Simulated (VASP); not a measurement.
# ReP2 (P6/mmm) in VASP: further runs

The runs below take ReP2 through single point, relaxation of cell and atoms, with PBE.

Everything below comes from runs of VASP 6.6.1. Logs are shortened: lines on timing, memory, paths and dates and some standing lists are left out, and cuts for length are marked.

## (1) The cell of the first run

The structure is hexagonal, space group P6/mmm (No. 191). The conventional cell has a = 2.670 Å, b = 2.670 Å, c = 7.316 Å, α = 90.00°, β = 90.00°, γ = 120.00°. Re (site symmetry 6/mmm) has 2 P at 2.49 Å and 6 Re at 2.67 Å within 3.3 Å. Within 3.1 Å of P (site symmetry 6mm) lie 7 P at 2.33 to 2.67 Å and 1 Re at 2.49 Å.

The cell was generated, and may not be a known phase.

## (2) Single point, PBE

Contents of INCAR:

```
PREC     = Accurate       # precision mode
ENCUT    = 520            # plane-wave cutoff, eV
EDIFF    = 1E-6           # SCF threshold, eV
ISMEAR   = 0              # smearing method
SIGMA    = 0.1            # smearing width, eV
LREAL    = F              # projectors in reciprocal space
LASPH    = T              # aspherical terms in the spheres
NELM     = 80             # most SCF steps
ALGO     = Normal         # electronic algorithm
ISIF     = 2              # what is computed and relaxed
LWAVE    = F              # write WAVECAR
LCHARG   = T              # write CHGCAR
GGA      = PE             # functional
LELF     = T              # ELF
LVHAR    = T            
NBANDS   = 16             # bands
```

Contents of KPOINTS:

```
regular mesh
0
Gamma
  6 6 4
```

Contents of POSCAR:

```
ReP2
1.0
    2.6704879662     -0.0000000022      0.0000000000
   -1.3352439812      2.3127104203      0.0000000000
    0.0000000000      0.0000000000      7.3162295040
Re P
1 2
Direct
    0.0000000000      0.0000000000      0.5000000000
    0.0000000000      0.0000000000      0.1593535265
    0.0000000000      0.0000000000      0.8406464735
```

Potentials or basis: VASP PAW PBE potentials, release 64 (Re, P).

The run is started by

```
cat potpaw_PBE.64/Re/POTCAR potpaw_PBE.64/P/POTCAR > POTCAR
mpirun -np 1 vasp_std > vasp.out
```

OUTCAR:

```text
PREC = Accurate
   ENCUT = 520
   EDIFF = 1E-6
   ISMEAR = 0
   LREAL = F
   LASPH = T
   NELM = 80
   ISIF = 2
   GGA = PE

 ion  position               nearest neighbor table
   1  0.000  0.000  0.500-   2 2.49   3 2.49
   2  0.000  0.000  0.159-   3 2.33   1 2.49
   3  0.000  0.000  0.841-   2 2.33   1 2.49

  LATTYP: Found a hexagonal cell.
 ALAT       =     2.6704879662
 C/A-ratio  =     2.7396601657

  Lattice vectors:

 A1 = (   2.6704879662,  -0.0000000022,   0.0000000000)
 A2 = (  -1.3352439812,   2.3127104203,   0.0000000000)
 A3 = (   0.0000000000,   0.0000000000,   7.3162295040)

Analysis of symmetry for initial positions (statically):
=====================================================================
 Subroutine PRICEL returns:
 Original cell was already a primitive cell.

 Routine SETGRP: Setting up the symmetry group for a
 hexagonal supercell.

 Subroutine GETGRP returns: Found 24 space group operations
 (whereof 24 operations were pure point group operations)
 out of a pool of 24 trial point group operations.

The static configuration has the point symmetry D_6h.

Analysis of symmetry for dynamics (positions and initial velocities):
=====================================================================
 Subroutine PRICEL returns:
 Original cell was already a primitive cell.

 Routine SETGRP: Setting up the symmetry group for a
 hexagonal supercell.

 Subroutine GETGRP returns: Found 24 space group operations
 (whereof 24 operations were pure point group operations)
 out of a pool of 24 trial point group operations.

The dynamic configuration has the point symmetry D_6h.

 Subroutine INISYM returns: Found 24 space group operations
 (whereof 24 operations are pure point group operations),
 and found     1 'primitive' translations

----------------------------------------------------------------------------------------

                                     Primitive cell

  volume of cell :      45.1855

  direct lattice vectors                    reciprocal lattice vectors
     2.670487966 -0.000000002  0.000000000     0.374463399  0.216196544  0.000000000
    -1.335243981  2.312710420  0.000000000     0.000000000  0.432393088  0.000000000
     0.000000000  0.000000000  7.316229504     0.000000000  0.000000000  0.136682426

  length of vectors
     2.670487966  2.670487966  7.316229504     0.432393088  0.432393088  0.136682426

  position of ions in fractional coordinates (direct lattice)
     0.000000000  0.000000000  0.500000000
     0.000000000  0.000000000  0.159353526
     0.000000000  0.000000000  0.840646474

  ion indices of the primitive-cell ions
   primitive index   ion index
                 1           1
                 2           2
                 3           3

----------------------------------------------------------------------------------------

 KPOINTS: regular mesh

Automatic generation of k-mesh.
 Grid dimensions read from file:
 generate k-points for:    6    6    4

 Generating k-lattice:

  Cartesian coordinates                     Fractional coordinates (reciprocal lattice)
     0.062410566  0.036032757  0.000000000     0.166666667  0.000000000  0.000000000
     0.000000000  0.072065515  0.000000000     0.000000000  0.166666667  0.000000000
     0.000000000  0.000000000  0.034170607     0.000000000  0.000000000  0.250000000

  Length of vectors
     0.072065515  0.072065515  0.034170607

  Shift w.r.t. Gamma in fractional coordinates (k-lattice)
     0.000000000  0.000000000  0.000000000

 Subroutine IBZKPT returns following result:
 ===========================================

 Found     21 irreducible k-points:

 Following reciprocal coordinates:
            Coordinates               Weight
  0.000000  0.000000  0.000000      1.000000
  0.166667  0.000000  0.000000      6.000000
  0.333333  0.000000  0.000000      6.000000
  0.500000  0.000000  0.000000      3.000000
  0.166667  0.166667  0.000000      6.000000
  0.333333  0.166667  0.000000     12.000000
[... 13 lines left out ...]
  0.333333  0.166667  0.500000     12.000000
  0.333333  0.333333  0.500000      2.000000
   k-points           NKPTS =     21   k-points in BZ     NKDIM =     21   number of bands    NBANDS=     16
   number of dos      NEDOS =    301   number of ions     NIONS =      3
   total plane-waves  NPLWV =  21600
   dimension x,y,z NGX =    20 NGY =   20 NGZ =   54
   dimension x,y,z NGXF=    40 NGYF=   40 NGZF=  108
   ions per type =               1   2
   NGX,Y,Z   is equivalent  to a cutoff of  12.45, 12.45, 12.27 a.u.
   NGXF,Y,Z  is equivalent  to a cutoff of  24.90, 24.90, 24.54 a.u.
 SYSTEM =  unknown system
   PREC   = accura    normal or accurate (medium, high low for compatibility)
   ISTART =      0    job   : 0-new  1-cont  2-samecut
   ICHARG =      2    charge: 1-file 2-atom 10-const
   ISPIN  =      1    spin polarized calculation?
   LNONCOLLINEAR =      F non collinear calculations
   LSORBIT =      F    spin-orbit coupling
   LASPH  =      T    aspherical Exc in radial PAW
   ENCUT  =  520.0 eV  38.22 Ry    6.18 a.u.   4.97  4.97 13.60*2*pi/ulx,y,z
   NELM   =     80;   NELMIN=  2; NELMDL= -5     # of ELM steps
   EDIFF  = 0.1E-05   stopping-criterion for ELM
   LREAL  =      F    real-space projection
   EDIFFG = 0.1E-04   stopping-criterion for IOM
   NSW    =      0    number of steps for IOM
   IBRION =     -1    ionic relax: 0-MD 1-quasi-New 2-CG
   NFREE  =      0    steps in history (QN), initial steepest desc. (CG)
   ISIF   =      2    stress and relaxation
   ISYM   =      2    0-nonsym 1-usesym 2-fastsym
   POTIM  = 0.5000    time-step for ionic-motion
   TEBEG  =    0.0;   TEEND  =   0.0 temperature during run
   PSTRESS=    0.0 pullay stress
   NELECT =      17.0000    total number of electrons
   NUPDOWN=      -1.0000    fix difference up-down
   EMIN   =  10.00;   EMAX   =-10.00  energy-range for DOS
   EFERMI =   0.00;   METHOD = LEGACY
   ISMEAR =     0;   SIGMA  =   0.10  broadening in eV -4-tet -1-fermi 0-gaus
   EFERMI_NEDOS =   21; number of points for ismear=-14 and -15
   IALGO  =     38    algorithm
   IMIX   =      4    mixing-type and parameters
     AMIX     =   0.40;   BMIX     =  1.00
     AMIX_MAG =   1.60;   BMIX_MAG =  1.00
  volume/ion in A,a.u.               =      15.06       101.64
  Fermi-wavevector in a.u.,A,eV,Ry     =   1.181838  2.233351 19.003826  1.396742
  Thomas-Fermi vector in A             =   2.318104
   LORBIT       =      0    0 simple, 1 ext, 2 COOP (PROOUT), +10 PAW based schemes
   GGA     = PE    functional components
   LHFCALC =     F    Hartree Fock is set to
   AEXX    =    0.0000 exact exchange contribution
   IVDW    =     0    specifies the selected vdW correction
   LEPSILON=     F    determine dielectric tensor
   LRPA    =     F    only Hartree local field effects (RPA)
 non-spin polarized calculation
 Gauss-broadening in eV      SIGMA  =   0.10
  energy-cutoff  :      520.00
  volume of cell :       45.19
 maximum number of plane-waves:      1239
 NGX is ok and might be reduce to    20
   NGX =  9   NGY =  9   NGZ = 27

 number of electron      17.0000001 magnetization

 Free energy of the ion-electron system (eV)
  ---------------------------------------------------
  ext. energy  EPLUGINS =         0.00000000
  ---------------------------------------------------
  free energy    TOTEN  =       -21.34586927 eV

  energy without entropy =      -21.32723332  energy(sigma->0) =      -21.33655129

 E-fermi :   8.6290     XC(G=0): -12.0291

 val. band max:        8.5531332355   @ k =   0.1667   0.1667   0.2500
 cond. band min:       8.6302701309   @ k =   0.1667   0.0000   0.5000
 fundamental gap:      0.0771368953
 Fermi energy:         8.6289889651

 k-point     1 :       0.0000    0.0000    0.0000
  band No.  band energies     occupation
      1      -7.0463      2.00000
      2      -4.4184      2.00000
      3      -0.1670      2.00000
      4       2.5370      2.00000
      5       7.0802      2.00000
      6       7.5509      2.00000
[... 8 lines left out ...]
     15      18.0544      0.00000
     16      20.4093      0.00000

 k-point     2 :       0.1667    0.0000    0.0000
  band No.  band energies     occupation
      1      -6.3370      2.00000
      2      -3.7259      2.00000
      3       0.6715      2.00000
      4       3.5014      2.00000
      5       6.7673      2.00000
      6       6.8546      2.00000
[... 8 lines left out ...]
     15      18.2123      0.00000
     16      19.5819      0.00000

 k-point     3 :       0.3333    0.0000    0.0000
  band No.  band energies     occupation
      1      -4.2900      2.00000
      2      -1.6960      2.00000
      3       2.4369      2.00000
      4       4.0131      2.00000
      5       4.5404      2.00000
      6       5.1996      2.00000
[... 8 lines left out ...]
     15      14.9410      0.00000
     16      16.4385      0.00000

 k-point     4 :       0.5000    0.0000    0.0000
  band No.  band energies     occupation
      1      -2.0435      2.00000
      2       0.9761      2.00000
      3       1.1471      2.00000
      4       2.2286      2.00000
      5       3.0616      2.00000
      6       4.2228      2.00000
[... 8 lines left out ...]
     15      15.3427      0.00000
     16      15.6627      0.00000

 k-point     5 :       0.1667    0.1667    0.0000
  band No.  band energies     occupation
      1      -4.9523      2.00000
      2      -2.3622      2.00000
      3       2.0242      2.00000
      4       5.0599      2.00000
      5       5.7667      2.00000
      6       6.1228      2.00000
[... 8 lines left out ...]
     15      16.6264      0.00000
     16      19.8583      0.00000

 k-point     6 :       0.3333    0.1667    0.0000
  band No.  band energies     occupation
      1      -2.4619      2.00000
      2       0.2289      2.00000
      3       2.7549      2.00000
      4       3.7129      2.00000
      5       4.0122      2.00000
      6       4.6809      2.00000
[... 8 lines left out ...]
     15      16.4342      0.00000
     16      17.5260      0.00000
[... 210 lines left out ...]
 k-point    18 :       0.5000    0.0000    0.5000
  band No.  band energies     occupation
      1      -1.8404      2.00000
      2       0.1686      2.00000
      3       0.8860      2.00000
      4       3.0107      2.00000
      5       3.3435      2.00000
      6       5.0469      2.00000
[... 8 lines left out ...]
     15      14.8236      0.00000
     16      16.0037      0.00000

 k-point    19 :       0.1667    0.1667    0.5000
  band No.  band energies     occupation
      1      -4.8243      2.00000
      2      -2.7650      2.00000
      3       3.1694      2.00000
      4       4.7116      2.00000
      5       5.7749      2.00000
      6       5.9227      2.00000
[... 8 lines left out ...]
     15      17.4987      0.00000
     16      18.3065      0.00000

 k-point    20 :       0.3333    0.1667    0.5000
  band No.  band energies     occupation
      1      -2.3134      2.00000
      2      -0.2569      2.00000
      3       2.4623      2.00000
      4       4.4294      2.00000
      5       4.6303      2.00000
      6       5.0778      2.00000
[... 8 lines left out ...]
     15      16.7120      0.00000
     16      18.7646      0.00000

 k-point    21 :       0.3333    0.3333    0.5000
  band No.  band energies     occupation
      1      -0.6931      2.00000
      2       1.3405      2.00000
      3       2.9512      2.00000
      4       2.9512      2.00000
      5       4.8142      2.00000
      6       4.8142      2.00000
[... 8 lines left out ...]
     15      15.6759      0.00000
     16      17.7613      0.00000

------------------------ aborting loop because EDIFF is reached ----------------------------------------

  FORCE on cell =-STRESS in cart. coord.  units (eV):
  Direction    XX          YY          ZZ          XY          YZ          ZX
  --------------------------------------------------------------------------------------
  -------------------------------------------------------------------------------------
  Total       -0.0944003     -0.0944003     -0.0687481      0.0000000     -0.0000000      0.0000000
  in kB       -3.3472243     -3.3472243     -2.4376532      0.0000000     -0.0000000      0.0000000
  external PRESSURE =      -3.0440339 kB  Pullay stress =       0.0000000 kB

 VOLUME and BASIS-vectors are now :
 -----------------------------------------------------------------------------
  energy-cutoff  :      520.00
  volume of cell :       45.19
      direct lattice vectors                 reciprocal lattice vectors
     2.670487966 -0.000000002  0.000000000     0.374463399  0.216196544  0.000000000
    -1.335243981  2.312710420  0.000000000     0.000000000  0.432393088  0.000000000
     0.000000000  0.000000000  7.316229504     0.000000000  0.000000000  0.136682426

 POSITION                                       TOTAL-FORCE (eV/Angst)
 -----------------------------------------------------------------------------------
      0.00000      0.00000      3.65811         0.000000      0.000000      0.000000
      0.00000      0.00000      1.16587         0.000000     -0.000000     -0.030550
      0.00000      0.00000      6.15036        -0.000000      0.000000      0.030550
 -----------------------------------------------------------------------------------
    total drift:                                0.000000     -0.000000      0.000000

  FREE ENERGIE OF THE ION-ELECTRON SYSTEM (eV)
  ---------------------------------------------------
  free  energy   TOTEN  =       -21.3458692673 eV

  energy  without entropy=      -21.3272333204  energy(sigma->0) =      -21.33655129
```

Run time: 16 s. Hardware: 1 thread of Intel Xeon Platinum 8488C (Sapphire Rapids), shared host; peak memory 0.16 GiB.

What came out:

```
Free energy            : -21.3459 eV
Pressure               : -0.3 GPa
Largest force          : 0.031 eV/Å
Band gap on the k mesh : zero (an odd number of electrons rules out a gap without spin polarisation)
```

Forces on the atoms (eV/Å):
```
Re   0.000  0.000  0.000
P    0.000  0.000 -0.031
P    0.000  0.000  0.031
```

Stress tensor (GPa, compression positive):
```
-0.33  0.00  0.00
 0.00 -0.33  0.00
 0.00  0.00 -0.24
```

Caveat: the k points lie up to 0.45 Å⁻¹ apart, too coarse for converged energies and pressures of a metal; spin-orbit coupling is left out, which moves the levels of the heavy elements; an odd number of electrons without spin polarisation forces a metal; a magnetic or distorted state may lie lower.

(Continued in part 2 of 2.)

The gap in the log of VASP goes by the Fermi energy; the results here count the filled bands.